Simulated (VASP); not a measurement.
Set up this calculation in VASP 6.6.1, as the native input.

* Task: single point
* Functional: PBE
* Potentials or basis: VASP PAW PBE potentials, release 64 (Sc_sv, Ga_d, Sb, As)
* Cutoff: 520 eV
* k mesh: 6 × 6 × 6
* Occupations: gaussian, width 0.1 eV
* Spin: no spin polarisation
* Dipole correction: no
* Further INCAR settings: ALGO = Normal; EDIFF = 1e-07; NBANDS = 34

The structure of Sc2GaSbAs2 lies in POSCAR:

```
Sc2GaSbAs2
1.0
   -2.6262840384      2.6262840384      5.5775966485
    2.6262840384     -2.6262840384      5.5775966485
    2.6262840384      2.6262840384     -5.5775966485
Sc Ga Sb As
2 1 1 2
Direct
    0.7500000000      0.2500000000      0.5000000000
    0.2500000000      0.7500000000      0.5000000000
    0.0000000000      0.0000000000      0.0000000000
    0.5000000000      0.5000000000      0.0000000000
    0.2256434691      0.2256434691      0.0000000000
    0.7743565309      0.7743565309      0.0000000000
```

These files were run (other wordings do the same):

INCAR

```
PREC = Accurate
ENCUT = 520
EDIFF = 1E-7
ISMEAR = 0
SIGMA = 0.1
LREAL = F
LASPH = T
NELM = 80
ALGO = Normal
ISIF = 2
LWAVE = F
LCHARG = T
GGA = PE
LELF = T
LVHAR = T
NBANDS = 34
```

KPOINTS

```
Automatic mesh
0
Gamma
  6 6 6
```

Potentials or basis: VASP PAW PBE potentials, release 64 (Sc_sv, Ga_d, Sb, As).

Run with:

```sh
$ cat potpaw_PBE.64/Sc_sv/POTCAR potpaw_PBE.64/Ga_d/POTCAR potpaw_PBE.64/Sb/POTCAR potpaw_PBE.64/As/POTCAR > POTCAR
$ mpirun -np 1 vasp_std > vasp.out
```

It gave:

```
Pressure               : 0.2 GPa
Largest force          : 0.018 eV/Å
Band gap on the k mesh : zero (band 25 reaches 4.76 eV, above the bottom of band 26 at 4.06 eV)
```

Caveat: spin-orbit coupling is left out, which moves the levels of the heavy elements.

It took 3.5 min on 1 thread of Intel(R) Xeon(R) Platinum 8488C (Sapphire Rapids), with other jobs on the host, peak memory 0.45 GiB.
